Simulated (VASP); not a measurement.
# Os (R-3m) in VASP: notebook

Runs on Os. Level: PBE. Tasks: single point.

All numbers are computed with VASP 6.6.1; they aren't measurements. Logs are shortened: lines on timing, memory, paths and dates and some standing lists are left out, and cuts for length are marked.

### 1 The cell of the first run

It takes space group R-3m (No. 166, trigonal). Conventional cell: a = 2.723 Å, b = 2.723 Å, c = 6.872 Å, α = 90.00°, β = 90.00°, γ = 120.00°. Within 3.6 Å of Os (site symmetry -3m) lie 12 Os at 2.72 to 2.78 Å.

### 2 Single point, PBE (equal xy, yz and zx shear strains of +2 %)

The input, INCAR:

```
PREC = Accurate
ENCUT = 520
EDIFF = 1E-6
ISMEAR = -1
SIGMA = 0.05
LREAL = F
LASPH = T
NELM = 60
ALGO = Normal
ISIF = 2
LWAVE = F
LCHARG = F
GGA = PE
NBANDS = 10
```

The input, KPOINTS:

```
Automatic mesh
0
Gamma
  14 14 14
```

The input, POSCAR:

```
Os
1.0
    0.0389000000      1.9644500000      1.9644500000
    1.9644500000      0.0389000000      1.9644500000
    1.9644500000      1.9644500000      0.0389000000
Os
1
Direct
    0.0000000000      0.0000000000      0.0000000000
```

Potentials or basis: VASP PAW PBE potentials, release 64 (Os).

Command:

```console
> cat potpaw_PBE.64/Os/POTCAR > POTCAR
> mpirun -np 1 vasp_std > vasp.out
```

OUTCAR:

```text
PREC = Accurate
   ENCUT = 520
   EDIFF = 1E-6
   ISMEAR = -1
   LREAL = F
   LASPH = T
   NELM = 60
   ISIF = 2
   GGA = PE

 ion  position               nearest neighbor table
   1  0.000  0.000  0.000-

  LATTYP: Found a trigonal (rhomboedric) cell.
 ALAT       =     2.7784241604
 COS(alpha) =     0.5197000882

  Lattice vectors:

 A1 = (   0.0389000000,   1.9644500000,   1.9644500000)
 A2 = (   1.9644500000,   0.0389000000,   1.9644500000)
 A3 = (   1.9644500000,   1.9644500000,   0.0389000000)

Analysis of symmetry for initial positions (statically):
=====================================================================
 Subroutine PRICEL returns:
 Original cell was already a primitive cell.

 Routine SETGRP: Setting up the symmetry group for a
 trigonal (rhombohedral) supercell.

 Subroutine GETGRP returns: Found 12 space group operations
 (whereof 12 operations were pure point group operations)
 out of a pool of 12 trial point group operations.

The static configuration has the point symmetry D_3d.

Analysis of symmetry for dynamics (positions and initial velocities):
=====================================================================
 Subroutine PRICEL returns:
 Original cell was already a primitive cell.

 Routine SETGRP: Setting up the symmetry group for a
 trigonal (rhombohedral) supercell.

 Subroutine GETGRP returns: Found 12 space group operations
 (whereof 12 operations were pure point group operations)
 out of a pool of 12 trial point group operations.

The dynamic configuration has the point symmetry D_3d.

 Subroutine INISYM returns: Found 12 space group operations
 (whereof 12 operations are pure point group operations),
 and found     1 'primitive' translations

----------------------------------------------------------------------------------------

                                     Primitive cell

  volume of cell :      14.7116

  direct lattice vectors                    reciprocal lattice vectors
     0.038900000  1.964450000  1.964450000    -0.262211815  0.257120324  0.257120324
     1.964450000  0.038900000  1.964450000     0.257120324 -0.262211815  0.257120324
     1.964450000  1.964450000  0.038900000     0.257120324  0.257120324 -0.262211815

  length of vectors
     2.778424160  2.778424160  2.778424160     0.448304314  0.448304314  0.448304314

  position of ions in fractional coordinates (direct lattice)
     0.000000000  0.000000000  0.000000000

  ion indices of the primitive-cell ions
[... 79 lines left out ...]
   NFREE  =      0    steps in history (QN), initial steepest desc. (CG)
   ISIF   =      2    stress and relaxation
   ISYM   =      2    0-nonsym 1-usesym 2-fastsym
   POTIM  = 0.5000    time-step for ionic-motion
   TEBEG  =    0.0;   TEEND  =   0.0 temperature during run
   PSTRESS=    0.0 pullay stress
   NELECT =       8.0000    total number of electrons
   NUPDOWN=      -1.0000    fix difference up-down
   EMIN   =  10.00;   EMAX   =-10.00  energy-range for DOS
   EFERMI =   0.00;   METHOD = LEGACY
   ISMEAR =    -1;   SIGMA  =   0.05  broadening in eV -4-tet -1-fermi 0-gaus
   EFERMI_NEDOS =   21; number of points for ismear=-14 and -15
   IALGO  =     38    algorithm
   IMIX   =      4    mixing-type and parameters
     AMIX     =   0.40;   BMIX     =  1.00
     AMIX_MAG =   1.60;   BMIX_MAG =  1.00
  volume/ion in A,a.u.               =      14.71        99.28
  Fermi-wavevector in a.u.,A,eV,Ry     =   1.336242  2.525131 24.293774  1.785542
  Thomas-Fermi vector in A             =   2.464884
   LORBIT       =      0    0 simple, 1 ext, 2 COOP (PROOUT), +10 PAW based schemes
   GGA     = PE    functional components
   LHFCALC =     F    Hartree Fock is set to
   AEXX    =    0.0000 exact exchange contribution
   IVDW    =     0    specifies the selected vdW correction
   LEPSILON=     F    determine dielectric tensor
   LRPA    =     F    only Hartree local field effects (RPA)
 non-spin polarized calculation
  energy-cutoff  :      520.00
  volume of cell :       14.71
 maximum number of plane-waves:       404
 NGX is ok and might be reduce to    24
   NGX = 11   NGY = 11   NGZ = 11

 number of electron       8.0000000 magnetization

 Free energy of the ion-electron system (eV)
  ---------------------------------------------------
  ext. energy  EPLUGINS =         0.00000000
  ---------------------------------------------------
  free energy    TOTEN  =       -11.08263356 eV

  energy without entropy =      -11.07290415  energy(sigma->0) =      -11.07776886

 E-fermi :   8.5709     XC(G=0): -13.7661

 val. band max:        8.5701443539   @ k =   0.0714   0.0000   0.0000
 cond. band min:       8.5730098364   @ k =   0.3571   0.2143   0.0714
 fundamental gap:      0.0028654825
 Fermi energy:         8.5709381298

 k-point     1 :       0.0000    0.0000    0.0000
  band No.  band energies     occupation
      1      -1.7690      2.00000
      2       5.4903      2.00000
      3       5.9662      2.00000
      4       5.9662      2.00000
      5       8.6540      0.31910
      6       8.6540      0.31910
      7      22.8726      0.00000
      8      27.8215      0.00000
      9      28.7248      0.00000
     10      28.7248      0.00000
[... 287 lines left out ...]
 k-point    24 :       0.2857    0.1429    0.0000
  band No.  band energies     occupation
      1       1.0016      2.00000
      2       4.3653      2.00000
      3       6.1685      2.00000
      4       6.8851      2.00000
      5       8.3778      1.95887
      6       9.5971      0.00000
      7      23.9312      0.00000
      8      26.8765      0.00000
      9      28.5971      0.00000
     10      29.9208      0.00000

 [... further k-points ...]

------------------------ aborting loop because EDIFF is reached ----------------------------------------

  FORCE on cell =-STRESS in cart. coord.  units (eV):
  Direction    XX          YY          ZZ          XY          YZ          ZX
  --------------------------------------------------------------------------------------
  -------------------------------------------------------------------------------------
  Total       -0.8432368     -0.8432368     -0.8432368     -0.4783681     -0.4783681     -0.4783681
  in kB      -91.8334227    -91.8334227    -91.8334227    -52.0970818    -52.0970818    -52.0970818
  external PRESSURE =     -91.8334227 kB  Pullay stress =       0.0000000 kB

 VOLUME and BASIS-vectors are now :
 -----------------------------------------------------------------------------
  energy-cutoff  :      520.00
  volume of cell :       14.71
      direct lattice vectors                 reciprocal lattice vectors
     0.038900000  1.964450000  1.964450000    -0.262211815  0.257120324  0.257120324
     1.964450000  0.038900000  1.964450000     0.257120324 -0.262211815  0.257120324
     1.964450000  1.964450000  0.038900000     0.257120324  0.257120324 -0.262211815

 POSITION                                       TOTAL-FORCE (eV/Angst)
 -----------------------------------------------------------------------------------
      0.00000      0.00000      0.00000         0.000000     -0.000000     -0.000000
 -----------------------------------------------------------------------------------
    total drift:                               -0.000000      0.000000      0.000000

  FREE ENERGIE OF THE ION-ELECTRON SYSTEM (eV)
  ---------------------------------------------------
  free  energy   TOTEN  =       -11.0826335567 eV

  energy  without entropy=      -11.0729041546  energy(sigma->0) =      -11.07776886
```

stdout:

```text
POSCAR found type information on POSCAR Os
 POSCAR found :  1 types and       1 ions
 scaLAPACK will be used
 LDA part: xc-table for (Slater+PW92), standard interpolation
 POSCAR, INCAR and KPOINTS ok, starting setup
 FFT: planning ... GRIDC
 FFT: planning ... GRID_SOFT
 FFT: planning ... GRID
 WAVECAR not read
 entering main loop
```

Run time: 17 s. Hardware: 1 thread of Intel Xeon 6975P-C, shared host; peak memory 0.18 GiB.

What came out:

* Free energy: -11.0826 eV
* Pressure: -9.2 GPa
* Band gap on the k mesh: zero (band 4 reaches 10.87 eV, above the bottom of band 5 at 7.36 eV)

Caveat: the cell differs from its parent crystal (equal xy, yz and zx shear strains of +2 %); spin-orbit coupling is left out, which moves the levels of the heavy elements.

### 3 Single point, PBE (equal xy, yz and zx shear strains of -2 %)

The input, INCAR:

```
ALGO     = Normal         # electronic algorithm
EDIFF    = 1E-7           # SCF threshold, eV
ENCUT    = 520            # plane-wave cutoff, eV
GGA      = PE             # functional
ISIF     = 2              # what is computed and relaxed
ISMEAR   = -1             # smearing method
LASPH    = T              # aspherical terms in the spheres
LCHARG   = T              # write CHGCAR
LELF     = T              # ELF
LREAL    = F              # projectors in reciprocal space
LVHAR    = T            
LWAVE    = F              # write WAVECAR
NBANDS   = 10             # bands
NELM     = 60             # most SCF steps
PREC     = Accurate       # precision mode
SIGMA    = 0.05           # smearing width, eV
```

The input, KPOINTS:

```
k-points
0
Gamma
  14 14 14
```

The input, POSCAR:

```
Os
1.0
   -0.0389000000      1.9255500000      1.9255500000
    1.9255500000     -0.0389000000      1.9255500000
    1.9255500000      1.9255500000     -0.0389000000
Os
1
Direct
    0.0000000000      0.0000000000      0.0000000000
```

Potentials or basis: VASP PAW PBE potentials, release 64 (Os).

Command:

```console
> cat potpaw_PBE.64/Os/POTCAR > POTCAR
> mpirun -np 1 vasp_std > vasp.out
```

It took 17 s on 1 thread of Intel Xeon 6975P-C, shared host; peak memory 0.16 GiB.

Results (log left out):

* Free energy: -11.0828 eV
* Pressure: -9.2 GPa
* Band gap on the k mesh: zero (band 4 reaches 10.87 eV, above the bottom of band 5 at 7.42 eV)

Stress tensor (GPa, compression positive):
```
-9.19  5.09  5.09
 5.09 -9.19  5.09
 5.09  5.09 -9.19
```

Levels at points of the mesh, in eV from the Fermi level:
| k point | band 2 | band 3 | band 4 | band 5 | band 6 | band 7 |
| --- | --- | --- | --- | --- | --- | --- |
| (0.00, 0.00, 0.00) | -2.94 | -2.94 | -2.41 | 0.08 | 0.08 | 14.31 |
| (0.50, 0.00, 0.00) | -3.14 | -2.59 | -0.27 | 2.08 | 2.43 | 8.29 |
| (0.50, 0.50, 0.00) | -6.38 | 2.21 | 2.29 | 2.91 | 2.98 | 11.54 |
| (0.50, 0.50, 0.50) | -2.99 | -2.99 | 0.15 | 2.41 | 2.41 | 8.87 |

Caveat: the cell differs from its parent crystal (equal xy, yz and zx shear strains of -2 %); spin-orbit coupling is left out, which moves the levels of the heavy elements.
